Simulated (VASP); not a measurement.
Wanted: the native input for a VASP 6.6.1 run.

| Item | Value |
| --- | --- |
| Task | relaxation of cell and atoms |
| Functional | r2SCAN |
| Potentials or basis | VASP PAW PBE potentials, release 64 (Zn, S) |
| Cutoff | 600 eV |
| k mesh | 8 × 8 × 8 |
| Occupations | fermi-dirac, width 0.02 eV |
| Spin | no spin polarisation |
| Dipole correction | no |
| Further INCAR settings | ALGO = Normal; EDIFF = 1e-07; IBRION = 2; EDIFFG = -0.005; NSW = 80; ISIF = 3 |

Crystal: ZnS.

```
CELL_PARAMETERS angstrom
0.00000 2.72176 2.72176
2.72176 0.00000 2.72176
2.72176 2.72176 0.00000
ATOMIC_POSITIONS crystal
Zn 0.00000 0.00000 0.00000
S 0.25000 0.25000 0.25000
```

The input as run:

POSCAR

```
ZnS
1.0
    0.0000000000      2.7217598590      2.7217598590
    2.7217598590      0.0000000000      2.7217598590
    2.7217598590      2.7217598590      0.0000000000
Zn S
1 1
Direct
    0.0000000000      0.0000000000      0.0000000000
    0.2500000000      0.2500000000      0.2500000000
```

INCAR.step1

```
PREC = Accurate
ENCUT = 600
ISMEAR = -1
SIGMA = 0.02
LREAL = False
LASPH = True
NELM = 80
GGA = PE
ALGO = Normal
EDIFF = 1E-4
LWAVE = True
LCHARG = False
```

INCAR.step2

```
PREC = Accurate
ENCUT = 600
EDIFF = 1E-7
ISMEAR = -1
SIGMA = 0.02
LREAL = False
LASPH = True
NELM = 80
ALGO = Normal
ISIF = 3
LWAVE = False
LCHARG = False
METAGGA = R2SCAN
LMIXTAU = True
IBRION = 2
NSW = 80
EDIFFG = -0.005
ISTART = 1
```

KPOINTS

```
regular mesh
0
Gamma
  8 8 8
```

Potentials or basis: VASP PAW PBE potentials, release 64 (Zn, S).

Run with:

```console
$ cat potpaw_PBE.64/Zn/POTCAR potpaw_PBE.64/S/POTCAR > POTCAR
$ cp INCAR.step1 INCAR
$ mpirun -np 1 vasp_std > vasp.out
$ cp INCAR.step2 INCAR
$ mpirun -np 1 vasp_std > vasp.out
```

Results of the run:

```
Relaxed volume                         : 19.57 Å³/atom
Relaxed cell                           : a = 3.811 Å, b = 3.811 Å, c = 3.811 Å, α = 60.00°, β = 60.00°, γ = 60.00°
Space group after relaxing (to 0.05 Å) : F-43m (No. 216)
Energy gained by relaxing              : 4.5 meV/atom
Ionic steps                            : 4
Pressure after relaxing                : 0.0 GPa
Band gap on the k mesh                 : 2.71 eV, direct
```

Caveat: the PAW data sets were made with another functional, which shifts forces and pressure a little.

It used 450 s of CPU time on 1 thread of AMD EPYC 7R13 Processor (Zen 3) (shared host).
